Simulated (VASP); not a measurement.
Crystal: Al.

```
Al
1.0
     4.54673    0.00000    0.00000
    -2.27337    3.93758    0.00000
     0.00000    0.00000    2.75393
Al
2
Direct
  0.33333 0.66667 0.50000
  0.66667 0.33333 0.50000
```

This isn't the form of Al at room conditions, which is fcc.

- Program: VASP 6.6.1
- Task: relaxation of cell and atoms
- Functional: r2SCAN
- Dispersion: rVV10
- Potentials or basis: VASP PAW PBE potentials, release 64 (Al)
- Cutoff: 600 eV
- k mesh: 7 × 7 × 10
- Occupations: fermi-dirac, width 0.05 eV
- Spin: no spin polarisation

At the start: pressure -1.3 GPa; volume 24.65 Å³/atom.

Problem. How do energy, volume and symmetry change on relaxing?

Solution. Over 6 steps the energy falls by 3.0 meV/atom and the volume is 23.99 Å³/atom (-2.7 %); space group P6/mmm (No. 191, to 0.1 Å) before and after.

The path:
```
step  energy change (eV)  largest force (eV/Å)  pressure (GPa)  volume (Å³)
   1              0.0000                0.0003           -1.30        49.30
   2             -0.0060                0.0000            0.08        47.89
   3             -0.0061                0.0000           -0.02        47.98
   4             -0.0061                0.0000           -0.05        48.01
   5             -0.0061                0.0000           -0.02        47.98
   6             -0.0061                0.0000           -0.02        47.98
```

Final structure:
```xyz
2
Lattice="4.5123 0.0000 0.0000 -2.2562 3.9078 0.0000 0.0000 0.0000 2.7212" Properties=species:S:1:pos:R:3 pbc="T T T"
Al    0.0000    2.6052    1.3606
Al    2.2562    1.3026    1.3606
```

Caveat: the PAW data sets were made with another functional, which shifts forces and pressure a little.
